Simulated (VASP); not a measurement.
The system is AlAs3.

```
Al As
1.0
     5.43082    0.00000    0.00000
     0.00000    5.43082    0.00000
     0.00000    0.00000    5.43082
Al As
2 6
Direct
  0.50000 0.50000 0.50000
  0.00000 0.00000 0.00000
  0.50000 0.25000 0.00000
  0.50000 0.75000 0.00000
  0.25000 0.00000 0.50000
  0.75000 0.00000 0.50000
  0.00000 0.50000 0.25000
  0.00000 0.50000 0.75000
```

The cell was built from a structure type or drawn by symmetry, and may not be a known phase.

| Item | Value |
| --- | --- |
| Program | VASP 6.6.1 |
| Task | relaxation of cell and atoms |
| Functional | PBE |
| Potentials or basis | VASP PAW PBE potentials, release 64 (Al, As) |
| Cutoff | 600 eV |
| k mesh | 8 × 8 × 8 |
| Occupations | gaussian, width 0.1 eV |
| Spin | no spin polarisation |

At the start: pressure -4.0 GPa; volume 20.02 Å³/atom.

Question: Where does the relaxation end?

Answer: Over 3 steps the energy falls by 15.0 meV/atom and the volume is 18.87 Å³/atom (-5.8 %); space group Pm-3n (No. 223, to 0.1 Å) before and after.

The path:
```tsv
step	energy change (eV)	largest force (eV/Å)	pressure (GPa)	volume (Å³)
1	0.0000	0.0000	-3.96	160.18
2	-0.1138	0.0000	1.04	148.99
3	-0.1200	0.0000	0.01	150.95
```

Final structure:
```
CELL_PARAMETERS angstrom
5.32450 0.00000 0.00000
0.00000 5.32450 0.00000
0.00000 0.00000 5.32450
ATOMIC_POSITIONS crystal
Al 0.50000 0.50000 0.50000
Al 0.00000 0.00000 0.00000
As 0.50000 0.25000 0.00000
As 0.50000 0.75000 0.00000
As 0.25000 0.00000 0.50000
As 0.75000 0.00000 0.50000
As 0.00000 0.50000 0.25000
As 0.00000 0.50000 0.75000
```
